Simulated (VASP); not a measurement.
# TiNi (Pm-3m) in VASP: a series of runs

The runs below take TiNi through single point, with r2SCAN.

Program: VASP 6.6.1. These are calculated values, not measurements. Logs are shortened: lines on timing, memory, paths and dates and some standing lists are left out, and cuts for length are marked.

## Step 1: The cell of the first run

Symmetry: Pm-3m, No. 221, cubic system. The conventional cell has a = 2.877 Å, b = 2.877 Å, c = 2.877 Å, α = 90.00°, β = 90.00°, γ = 90.00°. Ti (site symmetry m-3m) has 8 Ni at 2.49 Å and 6 Ti at 2.88 Å within 3.3 Å. Within 3.3 Å of Ni (site symmetry m-3m) lie 8 Ti at 2.49 Å and 6 Ni at 2.88 Å.

## Step 2: Single point, r2SCAN

POSCAR

```
TiNi
1.0
    2.8772959129      0.0000000000      0.0000000000
    0.0000000000      2.8772959129      0.0000000000
    0.0000000000      0.0000000000      2.8772959129
Ti Ni
1 1
Direct
    0.5000000000      0.5000000000      0.5000000000
    0.0000000000      0.0000000000      0.0000000000
```

INCAR.step1

```
SYSTEM = TiNi
ALGO = Normal
EDIFF = 1E-4
ENCUT = 520
GGA = PE
ISMEAR = 0
LASPH = .True.
LCHARG = .False.
LREAL = .False.
LWAVE = .True.
NBANDS = 18
NELM = 100
PREC = Accurate
SIGMA = 0.1
```

INCAR.step2

```
SYSTEM = TiNi
ALGO = Normal
EDIFF = 1E-6
ENCUT = 520
ISIF = 2
ISMEAR = 0
ISTART = 1
LASPH = .True.
LCHARG = .False.
LMIXTAU = .True.
LREAL = .False.
LWAVE = .False.
METAGGA = R2SCAN
NBANDS = 18
NELM = 100
PREC = Accurate
SIGMA = 0.1
```

KPOINTS

```
k-points
0
Gamma
  14 14 14
  0 0 0
```

Potentials or basis: VASP PAW PBE potentials, release 64 (Ti_sv, Ni).

Run with:

```console
cat potpaw_PBE.64/Ti_sv/POTCAR potpaw_PBE.64/Ni/POTCAR > POTCAR
cp INCAR.step1 INCAR
mpirun -np 1 vasp_std > vasp.out
cp INCAR.step2 INCAR
mpirun -np 1 vasp_std > vasp.out
```

OUTCAR:

```text
SYSTEM = TiNi
   EDIFF = 1E-6
   ENCUT = 520
   ISIF = 2
   ISMEAR = 0
   ISTART = 1
   LASPH = .True.
   LREAL = .False.
   METAGGA = R2SCAN
   NELM = 100
   PREC = Accurate

 ion  position               nearest neighbor table
   1  0.500  0.500  0.500-   2 2.49   2 2.49   2 2.49   2 2.49   2 2.49   2 2.49   2 2.49   2 2.49

   2  0.000  0.000  0.000-   1 2.49   1 2.49   1 2.49   1 2.49   1 2.49   1 2.49   1 2.49   1 2.49

  LATTYP: Found a simple cubic cell.
 ALAT       =     2.8772959129

  Lattice vectors:

 A1 = (   2.8772959129,   0.0000000000,   0.0000000000)
 A2 = (   0.0000000000,   2.8772959129,   0.0000000000)
 A3 = (   0.0000000000,   0.0000000000,   2.8772959129)

Analysis of symmetry for initial positions (statically):
=====================================================================
 Subroutine PRICEL returns:
 Original cell was already a primitive cell.

 Routine SETGRP: Setting up the symmetry group for a
 simple cubic supercell.

 Subroutine GETGRP returns: Found 48 space group operations
 (whereof 48 operations were pure point group operations)
 out of a pool of 48 trial point group operations.

The static configuration has the point symmetry O_h .

Analysis of symmetry for dynamics (positions and initial velocities):
=====================================================================
 Subroutine PRICEL returns:
 Original cell was already a primitive cell.

 Routine SETGRP: Setting up the symmetry group for a
 simple cubic supercell.

 Subroutine GETGRP returns: Found 48 space group operations
 (whereof 48 operations were pure point group operations)
 out of a pool of 48 trial point group operations.

The dynamic configuration has the point symmetry O_h .

 Subroutine INISYM returns: Found 48 space group operations
 (whereof 48 operations are pure point group operations),
 and found     1 'primitive' translations

----------------------------------------------------------------------------------------

                                     Primitive cell

  volume of cell :      23.8206

  direct lattice vectors                    reciprocal lattice vectors
     2.877295913  0.000000000  0.000000000     0.347548542  0.000000000  0.000000000
     0.000000000  2.877295913  0.000000000     0.000000000  0.347548542  0.000000000
     0.000000000  0.000000000  2.877295913     0.000000000  0.000000000  0.347548542

  length of vectors
     2.877295913  2.877295913  2.877295913     0.347548542  0.347548542  0.347548542

  position of ions in fractional coordinates (direct lattice)
     0.500000000  0.500000000  0.500000000
     0.000000000  0.000000000  0.000000000

  ion indices of the primitive-cell ions
   primitive index   ion index
                 1           1
                 2           2

----------------------------------------------------------------------------------------

 KPOINTS: k-points

Automatic generation of k-mesh.
 Grid dimensions read from file:
 generate k-points for:   14   14   14

 Generating k-lattice:

  Cartesian coordinates                     Fractional coordinates (reciprocal lattice)
     0.024824896  0.000000000  0.000000000     0.071428571  0.000000000  0.000000000
     0.000000000  0.024824896  0.000000000     0.000000000  0.071428571  0.000000000
     0.000000000  0.000000000  0.024824896     0.000000000  0.000000000  0.071428571

  Length of vectors
     0.024824896  0.024824896  0.024824896

  Shift w.r.t. Gamma in fractional coordinates (k-lattice)
     0.000000000  0.000000000  0.000000000

 Subroutine IBZKPT returns following result:
 ===========================================

 Found    120 irreducible k-points:

 Following reciprocal coordinates:
            Coordinates               Weight
  0.000000  0.000000  0.000000      1.000000
  0.071429  0.000000  0.000000      6.000000
  0.142857  0.000000  0.000000      6.000000
  0.214286  0.000000  0.000000      6.000000
  0.285714  0.000000  0.000000      6.000000
  0.357143  0.000000  0.000000      6.000000
[... 16 lines left out ...]
  0.285714  0.214286  0.000000     24.000000
  0.357143  0.214286  0.000000     24.000000
 [... further k-points ...]
   k-points           NKPTS =    120   k-points in BZ     NKDIM =    120   number of bands    NBANDS=     18
   number of dos      NEDOS =    301   number of ions     NIONS =      2
   total plane-waves  NPLWV =  13824
   dimension x,y,z NGX =    24 NGY =   24 NGZ =   24
   dimension x,y,z NGXF=    48 NGYF=   48 NGZF=   48
   ions per type =               1   1
   NGX,Y,Z   is equivalent  to a cutoff of  13.87, 13.87, 13.87 a.u.
   NGXF,Y,Z  is equivalent  to a cutoff of  27.73, 27.73, 27.73 a.u.
 SYSTEM =  TiNi
   PREC   = accura    normal or accurate (medium, high low for compatibility)
   ISTART =      1    job   : 0-new  1-cont  2-samecut
   ICHARG =      0    charge: 1-file 2-atom 10-const
   ISPIN  =      1    spin polarized calculation?
   LNONCOLLINEAR =      F non collinear calculations
   LSORBIT =      F    spin-orbit coupling
   LASPH  =      T    aspherical Exc in radial PAW
   ENCUT  =  520.0 eV  38.22 Ry    6.18 a.u.   5.35  5.35  5.35*2*pi/ulx,y,z
   NELM   =    100;   NELMIN=  2; NELMDL=  0     # of ELM steps
   EDIFF  = 0.1E-05   stopping-criterion for ELM
   LREAL  =      F    real-space projection
   EDIFFG = 0.1E-04   stopping-criterion for IOM
   NSW    =      0    number of steps for IOM
   IBRION =     -1    ionic relax: 0-MD 1-quasi-New 2-CG
   NFREE  =      0    steps in history (QN), initial steepest desc. (CG)
   ISIF   =      2    stress and relaxation
   ISYM   =      2    0-nonsym 1-usesym 2-fastsym
   POTIM  = 0.5000    time-step for ionic-motion
   TEBEG  =    0.0;   TEEND  =   0.0 temperature during run
   PSTRESS=    0.0 pullay stress
   NELECT =      22.0000    total number of electrons
   NUPDOWN=      -1.0000    fix difference up-down
   EMIN   =  10.00;   EMAX   =-10.00  energy-range for DOS
   EFERMI =   0.00;   METHOD = LEGACY
   ISMEAR =     0;   SIGMA  =   0.10  broadening in eV -4-tet -1-fermi 0-gaus
   EFERMI_NEDOS =   21; number of points for ismear=-14 and -15
   IALGO  =     38    algorithm
   IMIX   =      4    mixing-type and parameters
     AMIX     =   0.40;   BMIX     =  1.00
     AMIX_MAG =   1.60;   BMIX_MAG =  1.00
  volume/ion in A,a.u.               =      11.91        80.37
  Fermi-wavevector in a.u.,A,eV,Ry     =   1.594280  3.012752 34.582308  2.541728
  Thomas-Fermi vector in A             =   2.692379
   LORBIT       =      0    0 simple, 1 ext, 2 COOP (PROOUT), +10 PAW based schemes
   METAGGA = R2SCAN    functional components
   LHFCALC =     F    Hartree Fock is set to
   AEXX    =    0.0000 exact exchange contribution
   IVDW    =     0    specifies the selected vdW correction
   LEPSILON=     F    determine dielectric tensor
   LRPA    =     F    only Hartree local field effects (RPA)
 non-spin polarized calculation
 Gauss-broadening in eV      SIGMA  =   0.10
  energy-cutoff  :      520.00
  volume of cell :       23.82
 maximum number of plane-waves:       659
 NGX is ok and might be reduce to    24
   NGX = 11   NGY = 11   NGZ = 11

 number of electron      22.0000018 magnetization

 Free energy of the ion-electron system (eV)
  ---------------------------------------------------
  ext. energy  EPLUGINS =         0.00000000
  ---------------------------------------------------
  free energy    TOTEN  =       -25.36362467 eV

  energy without entropy =      -25.35129745  energy(sigma->0) =      -25.35746106

 E-fermi :  11.1466     XC(G=0): -14.2418

 val. band max:       11.1318278879   @ k =   0.4286   0.4286   0.0714
 cond. band min:      11.1500301356   @ k =   0.3571   0.0714   0.0714
 fundamental gap:      0.0182022477
 Fermi energy:        11.1465947809

 k-point     1 :       0.0000    0.0000    0.0000
  band No.  band energies     occupation
      1     -48.2437      2.00000
      2     -23.2554      2.00000
      3     -23.2554      2.00000
      4     -23.2554      2.00000
      5       2.3609      2.00000
      6       6.3832      2.00000
[... 10 lines left out ...]
     17      21.0442      0.00000
     18      21.0442      0.00000

 k-point     2 :       0.0714    0.0000    0.0000
  band No.  band energies     occupation
      1     -48.2411      2.00000
      2     -23.2786      2.00000
      3     -23.2537      2.00000
      4     -23.2537      2.00000
      5       2.4763      2.00000
      6       6.4317      2.00000
[... 10 lines left out ...]
     17      21.3214      0.00000
     18      21.3214      0.00000

 k-point     3 :       0.1429    0.0000    0.0000
  band No.  band energies     occupation
      1     -48.2339      2.00000
      2     -23.3433      2.00000
      3     -23.2490      2.00000
      4     -23.2490      2.00000
      5       2.8155      2.00000
      6       6.5738      2.00000
[... 10 lines left out ...]
     17      22.0742      0.00000
     18      22.0742      0.00000

 k-point     4 :       0.2143    0.0000    0.0000
  band No.  band energies     occupation
      1     -48.2232      2.00000
      2     -23.4357      2.00000
      3     -23.2421      2.00000
      4     -23.2421      2.00000
      5       3.3580      2.00000
      6       6.7868      2.00000
[... 375 lines left out ...]
      4     -23.2273      2.00000
      5       4.2184      2.00000
      6       6.9708      2.00000
[... 10 lines left out ...]
     17      20.6295      0.00000
     18      24.6137      0.00000

 k-point    23 :       0.2857    0.2143    0.0000
  band No.  band energies     occupation
      1     -48.1922      2.00000
      2     -23.5142      2.00000
      3     -23.4029      2.00000
      4     -23.2188      2.00000
      5       4.7970      2.00000
      6       7.0422      2.00000
[... 10 lines left out ...]
     17      21.0477      0.00000
     18      25.6003      0.00000

 k-point    24 :       0.3571    0.2143    0.0000
  band No.  band energies     occupation
      1     -48.1819      2.00000
      2     -23.6005      2.00000
      3     -23.3931      2.00000
      4     -23.2111      2.00000
      5       5.4145      2.00000
      6       7.0487      2.00000
[... 10 lines left out ...]
     17      21.8244      0.00000
     18      26.1362      0.00000

 [... further k-points ...]
[... 5 lines left out ...]
  --------------------------------------------------------------------------------------
  -------------------------------------------------------------------------------------
  Total        3.8180298      3.8180298      3.8180298      0.0000000      0.0000000     -0.0000000
  in kB      256.8007629    256.8007629    256.8007629      0.0000000      0.0000000     -0.0000000
  external PRESSURE =     256.8007629 kB  Pullay stress =       0.0000000 kB

 VOLUME and BASIS-vectors are now :
 -----------------------------------------------------------------------------
  energy-cutoff  :      520.00
  volume of cell :       23.82
      direct lattice vectors                 reciprocal lattice vectors
     2.877295913  0.000000000  0.000000000     0.347548542  0.000000000  0.000000000
     0.000000000  2.877295913  0.000000000     0.000000000  0.347548542  0.000000000
     0.000000000  0.000000000  2.877295913     0.000000000  0.000000000  0.347548542

 POSITION                                       TOTAL-FORCE (eV/Angst)
 -----------------------------------------------------------------------------------
      1.43865      1.43865      1.43865         0.000000      0.000000      0.000000
      0.00000      0.00000      0.00000         0.000000      0.000000      0.000000
 -----------------------------------------------------------------------------------
    total drift:                                0.000000      0.000000     -0.000000

  FREE ENERGIE OF THE ION-ELECTRON SYSTEM (eV)
  ---------------------------------------------------
  free  energy   TOTEN  =       -25.3636246718 eV

  energy  without entropy=      -25.3512974473  energy(sigma->0) =      -25.35746106
```

Wall time 68 s (1 thread of Intel Xeon 6975P-C (Granite Rapids), shared host); peak memory 0.18 GiB.

Results:

| Property | Result |
| --- | --- |
| Free energy | -25.3636 eV |
| Pressure | 25.7 GPa |
| Band gap on the k mesh | zero (band 11 reaches 11.73 eV, above the bottom of band 12 at 9.65 eV) |

Levels at points of the mesh, in eV from the Fermi level:
```csv
k point,band 9,band 10,band 11,band 12,band 13,band 14
"(0.00, 0.00, 0.00)",-2.40,-2.40,0.58,0.58,3.13,3.13
"(0.50, 0.00, 0.00)",-2.53,-2.05,-0.89,-0.63,0.73,0.73
"(0.50, 0.50, 0.00)",-1.53,-0.83,0.49,0.49,1.14,2.75
"(0.50, 0.50, 0.50)",-2.70,-2.70,-1.50,-1.50,3.85,3.85
```

Caveat: the PAW data sets were made with another functional, which shifts forces and pressure a little. Spin polarisation is off, so any magnetic state and its effect on volume and gap are missing.

(Continued in part 2 of 2.)
